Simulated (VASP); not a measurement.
Here is a VASP 6.6.1 calculation.

The input POSCAR:

```
WC
1.0
    5.8130000000      0.0000000000      0.0000000000
   -2.9065000000      5.0342056722      0.0000000000
    0.0000000000      0.0000000000      5.6732000000
W C
8 8
Direct
    0.0000000000      0.0000000000      0.0000000000
    0.0000000000      0.0000000000      0.5000000000
    0.0000000000      0.5000000000      0.0000000000
    0.0000000000      0.5000000000      0.5000000000
    0.5000000000      0.0000000000      0.0000000000
    0.5000000000      0.0000000000      0.5000000000
    0.5000000000      0.5000000000      0.0000000000
    0.5000000000      0.5000000000      0.5000000000
    0.3333333334      0.1666666666      0.2500000000
    0.3333333334      0.1666666666      0.7500000000
    0.3333333334      0.6666666666      0.2500000000
    0.3333333334      0.6666666666      0.7500000000
    0.8333333334      0.1666666666      0.2500000000
    0.8333333334      0.1666666666      0.7500000000
    0.8333333334      0.6666666666      0.2500000000
    0.8333333334      0.6666666666      0.7500000000
```

The input INCAR.step1:

```
PREC = Accurate
ENCUT = 520
ISMEAR = -1
SIGMA = 0.05
LREAL = Auto
LASPH = T
NELM = 60
NBANDS = 86
GGA = PE
ALGO = Normal
EDIFF = 1E-4
LWAVE = T
LCHARG = F
```

The input INCAR.step2:

```
PREC = Accurate
ENCUT = 520
EDIFF = 1E-8
ISMEAR = -1
SIGMA = 0.05
LREAL = Auto
LASPH = T
NELM = 60
ALGO = Normal
ISIF = 2
LWAVE = F
LCHARG = F
METAGGA = R2SCAN
LMIXTAU = T
LEFG = T
NBANDS = 86
ISTART = 1
```

Contents of KPOINTS:

```
regular mesh
0
Gamma
  7 7 6
```

Potentials or basis: VASP PAW PBE potentials, release 64 (W_sv, C).

Run with:

```bash
$ cat potpaw_PBE.64/W_sv/POTCAR potpaw_PBE.64/C/POTCAR > POTCAR
$ cp INCAR.step1 INCAR
$ mpirun -np 1 vasp_std > vasp.out
$ cp INCAR.step2 INCAR
$ mpirun -np 1 vasp_std > vasp.out
```

Task: Predict the pressure.

Result: 3.3 GPa.

Task: Predict the band gap on the k mesh.

Result: Zero (bands 72 and 73 overlap by 0.96 eV).

Stress tensor (GPa, compression positive):
```
3.60 0.00 0.00
0.00 3.60 0.00
0.00 0.00 2.64
```

Caveat: the cell stands under pressure; without QUAD_EFG the Cq values of the log hold for a quadrupole moment of 1 mb, not for the nuclei; the PAW data sets were made with another functional, which shifts forces and pressure a little; spin-orbit coupling is left out, which moves the levels of the heavy elements.
